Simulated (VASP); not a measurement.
## Al15N15O (a cell with a defect): single point with PBE

System: Al15N15O (a cell with a defect).

```
CELL_PARAMETERS angstrom
6.25951 0.00000 0.00000
-3.12976 5.42090 0.00000
0.00000 0.00000 10.03481
ATOMIC_POSITIONS crystal
Al 0.32884 0.17139 0.25187
Al 0.32845 0.17156 0.75105
Al 0.16422 0.33576 0.99971
Al 0.34616 0.68159 0.24489
Al 0.18177 0.85055 0.50252
Al 0.32993 0.65741 0.74989
Al 0.16832 0.83624 0.00086
Al 0.81841 0.15408 0.24463
Al 0.64971 0.31821 0.50236
Al 0.84255 0.16996 0.75001
Al 0.66375 0.33182 0.00083
Al 0.83600 0.66444 0.24706
Al 0.68913 0.81118 0.51667
Al 0.83960 0.66035 0.75306
Al 0.66825 0.83166 0.99484
O 0.32955 0.17056 0.43580
N 0.16198 0.33794 0.19872
N 0.33095 0.16895 0.94325
N 0.16736 0.33261 0.69717
N 0.42862 0.79866 0.42496
N 0.16915 0.83812 0.19083
N 0.33209 0.67068 0.94262
N 0.17332 0.83521 0.68896
N 0.70074 0.07089 0.42435
N 0.66210 0.33143 0.19077
N 0.82910 0.16779 0.94269
N 0.66473 0.32632 0.68887
N 0.84721 0.65288 0.43961
N 0.67337 0.82686 0.18245
N 0.83501 0.66487 0.94038
N 0.67297 0.82672 0.69870
```

```
Program                : VASP 6.6.1
Task                   : single point
Functional             : PBE
Potentials or basis    : VASP PAW PBE potentials, release 64 (Al, O, N)
Cutoff                 : 520 eV
k mesh                 : 1 × 1 × 1, shifted
Occupations            : gaussian, width 0.01 eV
Spin                   : no spin polarisation
Dipole correction      : no
Further INCAR settings : LREAL = Auto; ALGO = Normal; EDIFF = 1e-06; NBANDS = 84; ISYM = -1
```

| Property | Result |
| --- | --- |
| Pressure | 0.1 GPa |
| Largest force | 0.030 eV/Å |
| Band gap on the k mesh | 2.65 eV |

Forces in eV/Å, atoms in the order of the input:
```
Al  -0.008  0.004 -0.015
Al   0.004 -0.002  0.002
Al  -0.003  0.002 -0.004
Al  -0.001 -0.001  0.001
Al  -0.002 -0.008  0.008
Al  -0.001  0.004  0.003
Al   0.001 -0.004  0.002
Al  -0.001  0.002  0.003
Al   0.007  0.004  0.007
Al  -0.004 -0.001  0.003
Al   0.004  0.001  0.002
Al  -0.001  0.001 -0.003
Al   0.004 -0.002 -0.002
Al   0.001  0.000  0.008
Al   0.002 -0.001  0.004
O    0.006 -0.001  0.001
N   -0.001  0.000  0.004
N    0.000  0.000 -0.003
N   -0.003  0.002  0.002
N   -0.018 -0.024 -0.003
N   -0.003  0.000 -0.003
N    0.000  0.001 -0.002
N    0.002 -0.002  0.001
N    0.011  0.028 -0.004
N   -0.002  0.002 -0.002
N   -0.001 -0.001 -0.002
N    0.002 -0.001  0.002
N   -0.002  0.001 -0.001
N    0.003 -0.002 -0.005
N   -0.001  0.001 -0.004
N    0.003 -0.002 -0.004
```

Stress tensor (GPa, compression positive):
```
 1.40 -5.32  0.78
-5.32 -4.75 -0.45
 0.78 -0.45  3.77
```

Levels at points of the mesh, in eV from the valence-band top:
| k point | band 59 | band 60 | band 61 | band 62 | band 63 | band 64 | band 65 | band 66 | band 67 | band 68 |
| --- | --- | --- | --- | --- | --- | --- | --- | --- | --- | --- |
| (0.25, 0.25, 0.25) | -1.34 | -1.20 | -1.13 | -0.99 | 0.00 | 2.65 | 4.90 | 5.04 | 5.17 | 5.46 |

Run time: 2.4 min on 1 thread of Intel Xeon 8259CL, on a shared host, peak memory 0.38 GiB.
